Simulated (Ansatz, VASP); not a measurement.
## InSe in VASP and in Ansatz

Contents of INCAR:

```
SYSTEM = InSe
PREC = Accurate
ENCUT = 520
EDIFF = 1E-8
ISMEAR = -1
SIGMA = 0.01
LREAL = .False.
LASPH = .True.
NELM = 80
ALGO = Normal
ISIF = 2
LWAVE = .False.
LCHARG = .False.
GGA = PS
LEFG = .True.
NBANDS = 27
```

File KPOINTS:

```
regular mesh
0
Gamma
  7 7 7
  0 0 0
```

The input POSCAR:

```
InSe
1.0
    2.0392252883      1.1773472692      8.4797833719
   -2.0392252883      1.1773472692      8.4797833719
    0.0000000000     -2.3546945383      8.4797833719
In Se
2 2
Direct
    0.0000000000      0.0000000000      0.0000000000
    0.1122000000      0.1122000000      0.1122000000
    0.6155000000      0.6155000000      0.6155000000
    0.8300000000      0.8300000000      0.8300000000
```

Input for Ansatz:

```yaml
crystal:
  lattice:
    - [2.0392252883, 1.1773472692, 8.4797833719]
    - [-2.0392252883, 1.1773472692, 8.4797833719]
    - [0.0, -2.3546945383, 8.4797833719]
  atoms:
    - { symbol: In, position: [0.0, 0.0, 0.0] }
    - { symbol: In, position: [0.1122, 0.1122, 0.1122] }
    - { symbol: Se, position: [0.6155, 0.6155, 0.6155] }
    - { symbol: Se, position: [0.83, 0.83, 0.83] }
kpoints:
  mp_grid: { grid: [7, 7, 7] }
scf:
  occupations: { method: fermi_dirac, width: 0.01 }
hamiltonian:
  xc: pbesol
  pseudopotentials: { kind: all_electron, datasets: crystal }
output:
  forces: true
  stress: true
  eigenvalues: true
  efg: { contact_densities: true }
```

Change from the starting cell: volume scaled by 1.06, crystal datasets.

Alike in both runs: task electric field gradients; functional PBEsol; k mesh 7 × 7 × 7; occupations fermi-dirac, width 0.01 eV; no spin polarisation.

|  | VASP | Ansatz |
| --- | --- | --- |
| version | VASP 6.6.1 | Ansatz 0.2.0 |
| potentials or method | VASP PAW PBE potentials, release 64 (In_d, Se), cutoff 520 eV | all-electron PAW with datasets made for the crystal, scalar-relativistic |

VASP gave:

| Property | Result |
| --- | --- |
| gap on the k mesh at the Fermi level (eV) | 0.54 |
| pressure (GPa) | -2.4 |
| traceless stress, the component that is largest in VASP (GPa) | -0.26 |
| rms of the force components (eV/Å) | 0.152 |
| size of Vzz on the site where it differs most (V/Å²) | 59.6 |

Q: Which values does Ansatz return?

A: gap on the k mesh at the Fermi level (eV): 0.55; pressure (GPa): -2.4; traceless stress, the component that is largest in VASP (GPa): -0.25; rms of the force components (eV/Å): 0.159; size of Vzz on the site where it differs most (V/Å²): 62.5.

VASP's potentials were made for PBE, not for PBEsol. Atom by atom the forces differ by 0.009 eV/Å (rms over components). Ansatz ran all-electron here, and VASP with PAW potentials.
